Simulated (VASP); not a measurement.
V, 2 atoms in the cell. The structure is hexagonal, space group P6_3/mmc (No. 194). Conventional cell: a = 2.435 Å, b = 2.435 Å, c = 4.407 Å, α = 90.00°, β = 90.00°, γ = 120.00°. V (site symmetry -6m2) has 12 V at 2.44 to 2.61 Å within 3.2 Å. 

| Property | Result |
| --- | --- |
| Program | VASP 6.6.1 |
| Task | single point |
| Functional | PBEsol |
| Potentials or basis | VASP PAW PBE potentials, release 64 (V_sv) |
| Cutoff | 520 eV |
| k mesh | 16 × 16 × 9 |
| Occupations | fermi-dirac, width 0.05 eV |
| Spin | no spin polarisation |
| Dipole correction | no |
| Further INCAR settings | ALGO = Normal; EDIFF = 1e-06; NBANDS = 20 |

Potentials or basis: VASP PAW PBE potentials, release 64 (V_sv).

The run is started by

```bash
$ cat potpaw_PBE.64/V_sv/POTCAR > POTCAR
$ mpirun -np 1 vasp_std > vasp.out
```

Hardware: 1 thread of Intel(R) Xeon(R) Platinum 8488C (Sapphire Rapids) (shared host).

Problem. How long does it take, and how much memory?

Solution. Run time: 38 s on 1 thread of Intel(R) Xeon(R) Platinum 8488C (Sapphire Rapids), on a shared host, peak memory 0.17 GiB. Counts: scf iterations 13, k points 150.
